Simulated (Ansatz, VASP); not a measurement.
## BaTe: VASP beside Ansatz

File INCAR:

```
SYSTEM = BaTe
  ALGO = Normal
  EDIFF = 1E-7
  ENCUT = 520
  GGA = PS
  ISIF = 2
  ISMEAR = -1
  LASPH = .TRUE.
  LCHARG = .TRUE.
  LELF = .TRUE.
  LREAL = .FALSE.
  LVHAR = .TRUE.
  LWAVE = .FALSE.
  NBANDS = 15
  NELM = 80
  PREC = Accurate
  SIGMA = 0.05
```

Contents of KPOINTS:

```
k-points
0
G
  10 10 10
  0 0 0
```

File POSCAR:

```
BaTe
1.0
    0.0000000000      3.3403886307      3.3403886307
    3.3403886307      0.0000000000      3.3403886307
    3.3403886307      3.3403886307      0.0000000000
Ba Te
1 1
Direct
    0.0000000000      0.0000000000      0.0000000000
    0.5000000000      0.5000000000      0.5000000000
```

Input for Ansatz:

```yaml
crystal:
  lattice:
    - [0.0, 3.3403886307, 3.3403886307]
    - [3.3403886307, 0.0, 3.3403886307]
    - [3.3403886307, 3.3403886307, 0.0]
  atoms:
    - { symbol: Ba, position: [0.0, 0.0, 0.0] }
    - { symbol: Te, position: [0.5, 0.5, 0.5] }
kpoints:
  mp_grid: { grid: [10, 10, 10] }
  band_path:
    path:
      - [0.0, 0.0, 0.0]
      - [0.5, 0.0, 0.5]
      - [0.625, 0.25, 0.625]
      - [0.375, 0.375, 0.75]
      - [0.0, 0.0, 0.0]
      - [0.5, 0.5, 0.5]
      - [0.5, 0.25, 0.75]
      - [0.5, 0.0, 0.5]
    npoints: 5
scf:
  occupations: { method: fermi_dirac, width: 0.05 }
hamiltonian:
  xc: pbesol
  pseudopotentials: { kind: all_electron, lapw: { basis_error: 0.00025 } }
output:
  forces: true
  stress: true
  eigenvalues: true
```

Change from the starting cell: volume scaled by 0.94.

Alike in both runs: task single point; functional PBEsol; k mesh 10 × 10 × 10; occupations fermi-dirac, width 0.05 eV; no spin polarisation.

```csv
,VASP,Ansatz
version,VASP 6.6.1,Ansatz 0.2.0
potentials or method,"VASP PAW PBE potentials, release 64 (Ba_sv, Te), cutoff 520 eV","all-electron LAPW, scalar-relativistic"
```

Ansatz gave:

```
pressure (GPa) : 4.7
```

Estimate VASP's values.

pressure (GPa): 5.3.

VASP's potentials were made for PBE, not for PBEsol. Ansatz ran all-electron here, and VASP with PAW potentials.

Neither program's run includes spin-orbit coupling.
